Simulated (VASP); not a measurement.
Input of a VASP 6.6.1 run:

Contents of INCAR:

```
SYSTEM = Al31N32
ALGO = Normal ; EDIFF = 1E-6
ENCUT = 520 ; GGA = PS
GGA_COMPAT = .False. ; ISIF = 2
ISMEAR = -1 ; ISPIN = 2
ISYM = -1 ; LASPH = .True.
LCHARG = .False. ; LORBIT = 11
LREAL = Auto ; LWAVE = .False.
MAGMOM = 0 0 0 0 0 0 0 0 0 0 0 0 0 0 0 0 0 0 0 0 0 0 0 0 0 0 0 0 0 0 0 0 0 0 0 0 0 0 0.25 0 0.25 0 0 0 0 0 0 0 0 0.25 0 0 0 0 0 0 0 0 0 0.25 0 0 0 ; NBANDS = 168
NELM = 200 ; NUPDOWN = 1.0
PREC = Accurate ; SIGMA = 0.05
```

Contents of KPOINTS:

```
explicit points
1
Reciprocal
  0.25000000   0.25000000   0.25000000 1
```

File POSCAR:

```
Al31N32
1.0
    8.7554440000      0.0000000000      0.0000000000
    0.0000000000      8.7554440000      0.0000000000
    0.0000000000      0.0000000000      8.7554440000
Al N
31 32
Direct
    0.0001370000      0.9995040000      0.0000270000
    0.0004070000      0.9998000000      0.4999720000
    0.0003790000      0.4994600000      0.0002430000
    0.0000110000      0.4991870000      0.4997000000
    0.5000360000      0.9997780000      0.0002770000
    0.4998090000      0.9994110000      0.4997100000
    0.4997710000      0.4991740000      0.9999300000
    0.2497760000      0.2491670000      0.9994070000
    0.2495430000      0.2489590000      0.4980060000
    0.2493230000      0.7494580000      0.0006780000
    0.2493120000      0.7493900000      0.5019780000
    0.7500370000      0.2487090000      0.0007250000
    0.7500290000      0.2486750000      0.5019790000
    0.7503420000      0.7497420000      0.9997660000
    0.7533760000      0.7527960000      0.4959210000
    0.2497980000      0.9989280000      0.2496960000
    0.2493160000      0.0001510000      0.7499880000
    0.2494390000      0.4974240000      0.2494160000
    0.2493690000      0.5014500000      0.7498300000
    0.7500530000      0.0001770000      0.2492350000
    0.7503540000      0.9992670000      0.7502870000
    0.7500440000      0.5014930000      0.2492010000
    0.7532880000      0.4953210000      0.7532680000
    0.9995480000      0.2491580000      0.2496730000
    0.0007890000      0.2486970000      0.7499890000
    0.0007780000      0.7494960000      0.2492190000
    0.9998350000      0.7497470000      0.7502690000
    0.4979630000      0.2488970000      0.2494230000
    0.5020490000      0.2487400000      0.7498530000
    0.5020950000      0.7493830000      0.2492380000
    0.4960130000      0.7527140000      0.7532430000
    0.1250570000      0.1244230000      0.1249320000
    0.1243070000      0.1236800000      0.6248720000
    0.1242390000      0.6243680000      0.1241370000
    0.1238460000      0.6250550000      0.6255730000
    0.6249590000      0.1236310000      0.1241600000
    0.6256690000      0.1232510000      0.6255580000
    0.6256900000      0.6250630000      0.1237760000
    0.6451510000      0.6445070000      0.6450270000
    0.3745550000      0.3739460000      0.1240210000
    0.3623660000      0.3617580000      0.6376630000
    0.3748880000      0.8751580000      0.1241220000
    0.3744290000      0.8752020000      0.6255360000
    0.8758140000      0.3743010000      0.1240980000
    0.8758100000      0.3738020000      0.6255390000
    0.8753390000      0.8747300000      0.1249410000
    0.8763540000      0.8757710000      0.6255960000
    0.3745580000      0.1234850000      0.3744740000
    0.3749020000      0.1236420000      0.8756380000
    0.3621400000      0.6373120000      0.3620650000
    0.3744500000      0.6250390000      0.8757550000
    0.8757900000      0.1235760000      0.3747860000
    0.8753630000      0.1244640000      0.8752550000
    0.8758290000      0.6250470000      0.3743360000
    0.8762970000      0.6250740000      0.8762090000
    0.1240640000      0.3739480000      0.3744870000
    0.1242700000      0.3743290000      0.8756340000
    0.1242360000      0.8751610000      0.3748020000
    0.1250440000      0.8747440000      0.8752530000
    0.6380390000      0.3614430000      0.3619450000
    0.6256250000      0.3738070000      0.8757750000
    0.6256270000      0.8752120000      0.3743540000
    0.6256710000      0.8757390000      0.8762260000
```

Potentials or basis: VASP PAW PBE potentials, release 64 (Al, N).

The run is started by

```bash
$ cat potpaw_PBE.64/Al/POTCAR potpaw_PBE.64/N/POTCAR > POTCAR
$ mpirun -np 1 vasp_std > vasp.out
```

(1) Predict the pressure.

(2) Predict the largest force.

## Answers

(1) 1.2 GPa.

(2) 0.013 eV/Å.

Caveat: the PAW data sets were made with another functional, which shifts forces and pressure a little; the total moment is fixed, so each spin has its own Fermi level and the state may be an excited one.
